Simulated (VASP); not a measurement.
# SnTe in VASP: further runs, part 2 of 2

VASP 6.6.1.

### 3 Relaxation of cell and atoms, PBE

This run uses another cell than the first one, of 32.33 Å³/atom, 0.982 times its volume.

The input, INCAR:

```
SYSTEM = SnTe
ALGO = Normal
EDIFF = 1E-6
EDIFFG = -0.01
ENCUT = 600
GGA = PE
IBRION = 2
ISIF = 3
ISMEAR = 0
LASPH = .True.
LCHARG = .False.
LREAL = .False.
LWAVE = .False.
NELM = 100
NSW = 100
PREC = Accurate
SIGMA = 0.1
```

The input, KPOINTS:

```
k-points
0
Gamma
  16 16 16
  0 0 0
```

The input, POSCAR:

```
SnTe
1.0
    0.0000000000      3.1858130663      3.1858130663
    3.1858130663      0.0000000000      3.1858130663
    3.1858130663      3.1858130663      0.0000000000
Sn Te
1 1
Direct
    0.0000000000      0.0000000000      0.0000000000
    0.5000000000      0.5000000000      0.5000000000
```

Potentials or basis: VASP PAW PBE potentials, release 64 (Sn_d, Te).

Command:

```console
$ cat potpaw_PBE.64/Sn_d/POTCAR potpaw_PBE.64/Te/POTCAR > POTCAR
$ mpirun -np 1 vasp_std > vasp.out
```

OUTCAR:

```text
SYSTEM = SnTe
   EDIFF = 1E-6
   EDIFFG = -0.01
   ENCUT = 600
   GGA = PE
   IBRION = 2
   ISIF = 3
   ISMEAR = 0
   LASPH = .True.
   LREAL = .False.
   NELM = 100
   NSW = 100
   PREC = Accurate

 ion  position               nearest neighbor table
   1  0.000  0.000  0.000-   2 3.19   2 3.19   2 3.19   2 3.19   2 3.19   2 3.19
   2  0.500  0.500  0.500-   1 3.19   1 3.19   1 3.19   1 3.19   1 3.19   1 3.19

  LATTYP: Found a face centered cubic cell.
 ALAT       =     6.3716261326

  Lattice vectors:

 A1 = (   0.0000000000,   3.1858130663,   3.1858130663)
 A2 = (   3.1858130663,   0.0000000000,   3.1858130663)
 A3 = (   3.1858130663,   3.1858130663,   0.0000000000)

Analysis of symmetry for initial positions (statically):
=====================================================================
 Subroutine PRICEL returns:
 Original cell was already a primitive cell.

 Routine SETGRP: Setting up the symmetry group for a
 face centered cubic supercell.

 Subroutine GETGRP returns: Found 48 space group operations
[... 9 lines left out ...]

 Routine SETGRP: Setting up the symmetry group for a
 face centered cubic supercell.

 Subroutine GETGRP returns: Found 48 space group operations
[... 11 lines left out ...]
                                     Primitive cell

  volume of cell :      64.6682

  direct lattice vectors                    reciprocal lattice vectors
     0.000000000  3.185813066  3.185813066    -0.156945806  0.156945806  0.156945806
     3.185813066  0.000000000  3.185813066     0.156945806 -0.156945806  0.156945806
     3.185813066  3.185813066  0.000000000     0.156945806  0.156945806 -0.156945806

  length of vectors
     4.505420046  4.505420046  4.505420046     0.271838110  0.271838110  0.271838110

  position of ions in fractional coordinates (direct lattice)
     0.000000000  0.000000000  0.000000000
     0.500000000  0.500000000  0.500000000

  ion indices of the primitive-cell ions
   primitive index   ion index
                 1           1
                 2           2

----------------------------------------------------------------------------------------

 KPOINTS: k-points

Automatic generation of k-mesh.
 Grid dimensions read from file:
 generate k-points for:   16   16   16

 Generating k-lattice:

  Cartesian coordinates                     Fractional coordinates (reciprocal lattice)
    -0.009809113  0.009809113  0.009809113     0.062500000  0.000000000  0.000000000
     0.009809113 -0.009809113  0.009809113     0.000000000  0.062500000  0.000000000
     0.009809113  0.009809113 -0.009809113     0.000000000  0.000000000  0.062500000

  Length of vectors
     0.016989882  0.016989882  0.016989882

  Shift w.r.t. Gamma in fractional coordinates (k-lattice)
     0.000000000  0.000000000  0.000000000

 Subroutine IBZKPT returns following result:
 ===========================================

 Found    145 irreducible k-points:

 Following reciprocal coordinates:
            Coordinates               Weight
  0.000000  0.000000  0.000000      1.000000
  0.062500  0.000000  0.000000      8.000000
  0.125000  0.000000  0.000000      8.000000
  0.187500  0.000000  0.000000      8.000000
  0.250000  0.000000  0.000000      8.000000
  0.312500  0.000000  0.000000      8.000000
[... 16 lines left out ...]
 -0.125000  0.062500  0.000000     24.000000
 -0.062500  0.062500  0.000000     12.000000
 [... further k-points ...]
   k-points           NKPTS =    145   k-points in BZ     NKDIM =    145   number of bands    NBANDS=     14
   number of dos      NEDOS =    301   number of ions     NIONS =      2
   total plane-waves  NPLWV =  46656
   dimension x,y,z NGX =    36 NGY =   36 NGZ =   36
   dimension x,y,z NGXF=    72 NGYF=   72 NGZF=   72
   ions per type =               1   1
   NGX,Y,Z   is equivalent  to a cutoff of  13.28, 13.28, 13.28 a.u.
   NGXF,Y,Z  is equivalent  to a cutoff of  26.57, 26.57, 26.57 a.u.
 SYSTEM =  SnTe
   PREC   = accura    normal or accurate (medium, high low for compatibility)
   ISTART =      0    job   : 0-new  1-cont  2-samecut
   ICHARG =      2    charge: 1-file 2-atom 10-const
   ISPIN  =      1    spin polarized calculation?
   LNONCOLLINEAR =      F non collinear calculations
   LSORBIT =      F    spin-orbit coupling
   LASPH  =      T    aspherical Exc in radial PAW
   ENCUT  =  600.0 eV  44.10 Ry    6.64 a.u.   9.00  9.00  9.00*2*pi/ulx,y,z
   NELM   =    100;   NELMIN=  2; NELMDL= -5     # of ELM steps
   EDIFF  = 0.1E-05   stopping-criterion for ELM
   LREAL  =      F    real-space projection
   EDIFFG = -.1E-01   stopping-criterion for IOM
   NSW    =    100    number of steps for IOM
   IBRION =      2    ionic relax: 0-MD 1-quasi-New 2-CG
   NFREE  =      1    steps in history (QN), initial steepest desc. (CG)
   ISIF   =      3    stress and relaxation
   ISYM   =      2    0-nonsym 1-usesym 2-fastsym
   POTIM  = 0.5000    time-step for ionic-motion
   TEBEG  =    0.0;   TEEND  =   0.0 temperature during run
   PSTRESS=    0.0 pullay stress
   NELECT =      20.0000    total number of electrons
   NUPDOWN=      -1.0000    fix difference up-down
   EMIN   =  10.00;   EMAX   =-10.00  energy-range for DOS
   EFERMI =   0.00;   METHOD = LEGACY
   ISMEAR =     0;   SIGMA  =   0.10  broadening in eV -4-tet -1-fermi 0-gaus
   EFERMI_NEDOS =   21; number of points for ismear=-14 and -15
   IALGO  =     38    algorithm
   IMIX   =      4    mixing-type and parameters
     AMIX     =   0.40;   BMIX     =  1.00
     AMIX_MAG =   1.60;   BMIX_MAG =  1.00
  volume/ion in A,a.u.               =      32.33       218.20
  Fermi-wavevector in a.u.,A,eV,Ry     =   1.107103  2.092121 16.676337  1.225676
  Thomas-Fermi vector in A             =   2.243612
   LORBIT       =      0    0 simple, 1 ext, 2 COOP (PROOUT), +10 PAW based schemes
   GGA     = PE    functional components
   LHFCALC =     F    Hartree Fock is set to
   AEXX    =    0.0000 exact exchange contribution
   IVDW    =     0    specifies the selected vdW correction
   LEPSILON=     F    determine dielectric tensor
   LRPA    =     F    only Hartree local field effects (RPA)
 conjugate gradient relaxation of ions
 non-spin polarized calculation
 Gauss-broadening in eV      SIGMA  =   0.10
  energy-cutoff  :      600.00
  volume of cell :       64.67
 maximum number of plane-waves:      2180
   NGX = 17   NGY = 17   NGZ = 17

--------------------------------------- Ionic step        1  -------------------------------------------

 number of electron      20.0000002 magnetization

 Free energy of the ion-electron system (eV)
  ---------------------------------------------------
  ext. energy  EPLUGINS =         0.00000000
  ---------------------------------------------------
  free energy    TOTEN  =        -7.56301502 eV

  energy without entropy =       -7.56289902  energy(sigma->0) =       -7.56295702

------------------------ aborting loop because EDIFF is reached ----------------------------------------

  FORCE on cell =-STRESS in cart. coord.  units (eV):
  Direction    XX          YY          ZZ          XY          YZ          ZX
  --------------------------------------------------------------------------------------
  -------------------------------------------------------------------------------------
  Total        0.2864188      0.2864188      0.2864188     -0.0000000      0.0000000      0.0000000
  in kB        7.0961250      7.0961250      7.0961250     -0.0000000      0.0000000      0.0000000
  external PRESSURE =       7.0961250 kB  Pullay stress =       0.0000000 kB
[... 57 lines left out ...]
  energy  without entropy=       -7.5654414381  energy(sigma->0) =       -7.56549287

--------------------------------------- Ionic step        3  -------------------------------------------

 number of electron      20.0000005 magnetization

 Free energy of the ion-electron system (eV)
  ---------------------------------------------------
  ext. energy  EPLUGINS =         0.00000000
  ---------------------------------------------------
  free energy    TOTEN  =        -7.56562391 eV

  energy without entropy =       -7.56551855  energy(sigma->0) =       -7.56557123

 E-fermi :   6.3537     XC(G=0):  -9.2660

 val. band max:        6.3284316372   @ k =   0.5000   0.0000   0.0000
 cond. band min:       6.3797504337   @ k =   0.5000   0.0000   0.0000
 fundamental gap:      0.0513187965
 Fermi energy:         6.3537095000

 k-point     1 :       0.0000    0.0000    0.0000
  band No.  band energies     occupation
      1     -15.5523      2.00000
      2     -15.5523      2.00000
      3     -15.5493      2.00000
      4     -15.5493      2.00000
      5     -15.5493      2.00000
      6      -6.1011      2.00000
      7       1.4634      2.00000
      8       4.3281      2.00000
      9       4.3281      2.00000
     10       4.3281      2.00000
     11       9.5749      0.00000
     12       9.5749      0.00000
     13       9.5749      0.00000
     14      11.1772      0.00000
[... 375 lines left out ...]
 k-point    24 :      -0.0625    0.0625    0.0000
  band No.  band energies     occupation
      1     -15.5528      2.00000
      2     -15.5524      2.00000
      3     -15.5493      2.00000
      4     -15.5490      2.00000
      5     -15.5487      2.00000
      6      -6.0197      2.00000
      7       1.0613      2.00000
      8       4.1743      2.00000
      9       4.4248      2.00000
     10       4.6921      2.00000
     11       8.9347      0.00000
     12       8.9396      0.00000
     13       9.5846      0.00000
     14      11.0450      0.00000

 [... further k-points ...]

------------------------ aborting loop because EDIFF is reached ----------------------------------------

  FORCE on cell =-STRESS in cart. coord.  units (eV):
  Direction    XX          YY          ZZ          XY          YZ          ZX
  --------------------------------------------------------------------------------------
  -------------------------------------------------------------------------------------
  Total       -0.0040640     -0.0040640     -0.0040640      0.0000000      0.0000000     -0.0000000
  in kB       -0.0989080     -0.0989080     -0.0989080      0.0000000      0.0000000     -0.0000000
  external PRESSURE =      -0.0989080 kB  Pullay stress =       0.0000000 kB
[... 17 lines left out ...]
  FREE ENERGIE OF THE ION-ELECTRON SYSTEM (eV)
  ---------------------------------------------------
  free  energy   TOTEN  =        -7.5656239138 eV

  energy  without entropy=       -7.5655185526  energy(sigma->0) =       -7.56557123

 reached required accuracy - stopping structural energy minimisation
```

CONTCAR:

```text
SnTe
   1.00000000000000
    -0.0000000000000000    3.2048028957612442    3.2048028957612442
     3.2048028957612442    0.0000000000000000    3.2048028957612442
     3.2048028957612442    3.2048028957612442   -0.0000000000000000
  Sn              Te
     1     1
Direct
     0.0000000000000000    0.0000000000000000    0.0000000000000000
     0.5000000000000000    0.5000000000000000    0.5000000000000000

  0.00000000E+00  0.00000000E+00  0.00000000E+00
  0.00000000E+00  0.00000000E+00  0.00000000E+00
```

Run time: 100 s. Hardware: 1 thread of Intel Xeon 6975P-C (Granite Rapids), shared host; peak memory 0.35 GiB.

Results:

| Quantity | Value |
| --- | --- |
| Free energy | -7.5656 eV |
| Relaxed volume | 32.92 Å³/atom |
| Relaxed cell | a = 4.532 Å, b = 4.532 Å, c = 4.532 Å, α = 60.00°, β = 60.00°, γ = 60.00° |
| Space group after relaxing (to 0.05 Å) | Fm-3m (No. 225) |
| Energy gained by relaxing | 1.3 meV/atom |
| Ionic steps | 3 |
| Pressure after relaxing | 0.0 GPa |
| Band gap on the k mesh | 0.05 eV, direct |

Step by step:
```tsv
step	energy change (eV)	largest force (eV/Å)	pressure (GPa)	volume (Å³)
1	0.0000	0.0000	0.71	64.67
2	-0.0025	0.0000	-0.12	66.02
3	-0.0026	0.0000	-0.01	65.83
```

Final structure:
```
Sn Te
1.0
     0.00000    3.20480    3.20480
     3.20480    0.00000    3.20480
     3.20480    3.20480    0.00000
Sn Te
1 1
Direct
  0.00000 0.00000 0.00000
  0.50000 0.50000 0.50000
```

Levels at points of the mesh, in eV from the valence-band top:
| k point | band 7 | band 8 | band 9 | band 10 | band 11 | band 12 | band 13 | band 14 |
| --- | --- | --- | --- | --- | --- | --- | --- | --- |
| (0.00, 0.00, 0.00) | -4.87 | -2.00 | -2.00 | -2.00 | 3.25 | 3.25 | 3.25 | 4.85 |
| (0.50, 0.00, 0.00) | -8.07 | -1.68 | -1.68 | 0.00 | 0.05 | 0.45 | 0.45 | 7.67 |
| (0.50, 0.50, 0.00) | -6.43 | -5.22 | -3.49 | -3.49 | 2.38 | 4.69 | 4.69 | 6.02 |

Caveat: spin-orbit coupling is left out, which moves the levels of the heavy elements.

### 4 Single point, PBE

This run uses another cell than the first one: it holds 8 atoms, not 2.

The input, INCAR:

```
SYSTEM = SnTe
  ALGO = Normal
  EDIFF = 1E-6
  ENCUT = 520
  GGA = PE
  ISIF = 2
  ISMEAR = 0
  LASPH = .True.
  LCHARG = .False.
  LREAL = .False.
  LWAVE = .False.
  NBANDS = 50
  NELM = 80
  PREC = Accurate
  SIGMA = 0.02
```

The input, KPOINTS:

```
k-points
0
Gamma
  6 6 6
  0 0 0
```

The input, POSCAR:

```
SnTe
1.0
    6.4106444371      0.0000000000      0.0000000000
    0.0000000000      6.4106444371      0.0000000000
    0.0000000000      0.0000000000      6.4106444371
Sn Te
4 4
Direct
    0.2496459184      0.2496459184      0.2496459184
    0.2503540816      0.7503540816      0.7496459184
    0.7496459184      0.2503540816      0.7503540816
    0.7503540816      0.7496459184      0.2503540816
    0.7500527120      0.7500527120      0.7500527120
    0.7499472880      0.2499472880      0.2500527120
    0.2500527120      0.7499472880      0.2499472880
    0.2499472880      0.2500527120      0.7499472880
```

Command:

```console
$ cat potpaw_PBE.64/Sn_d/POTCAR potpaw_PBE.64/Te/POTCAR > POTCAR
$ mpirun -np 1 vasp_std > vasp.out
```

Run time: 2.4 min. Hardware: 1 thread of Intel Xeon 6975P-C (Granite Rapids), shared host; peak memory 0.48 GiB.

The run converged. Its results:

| Item | Value |
| --- | --- |
| Free energy | -30.2603 eV |
| Pressure | 0.0 GPa |
| Band gap on the k mesh | 0.05 eV |

Levels at points of the mesh, in eV from the valence-band top:
```
           k point  band 38  band 39  band 40  band 41  band 42  band 43
(0.00, 0.00, 0.00)    -2.00    -2.00    -2.00     2.38     2.38     2.38
(0.50, 0.00, 0.00)    -1.92    -0.81    -0.81     0.86     0.86     1.90
(0.50, 0.50, 0.00)    -0.97    -0.97    -0.97     0.95     0.95     0.95
(0.50, 0.50, 0.50)     0.00     0.00     0.00     0.05     0.05     0.05
```

Caveat: spin-orbit coupling is left out, which moves the levels of the heavy elements.

### 5 Overview

| task | cell | k mesh | cutoff (eV) | smearing | gap on the mesh (eV) | pressure (GPa) |
| --- | --- | --- | --- | --- | --- | --- |
| single point | a = 4.532 Å, angles 60.0°, 2 atoms | 16 × 16 × 16 | 520 | gaussian 0.1 eV | 0.05 | -0.1 |
| relaxation of cell and atoms | relaxed from a = 4.505 Å, angles 60.0°, 2 atoms | 16 × 16 × 16 | 600 | gaussian 0.1 eV | 0.05 | 0.0 |
| single point | a = 6.411 Å, 8 atoms | 6 × 6 × 6 | 520 | gaussian 0.02 eV | 0.05 | 0.0 |

Alike in all rows: level PBE; potentials or basis VASP PAW PBE potentials, release 64 (Sn_d, Te); no spin polarisation.

Caveats: spin-orbit coupling is left out, which moves the levels of the heavy elements.

Absolute energies hang on the potentials; compare differences alone.
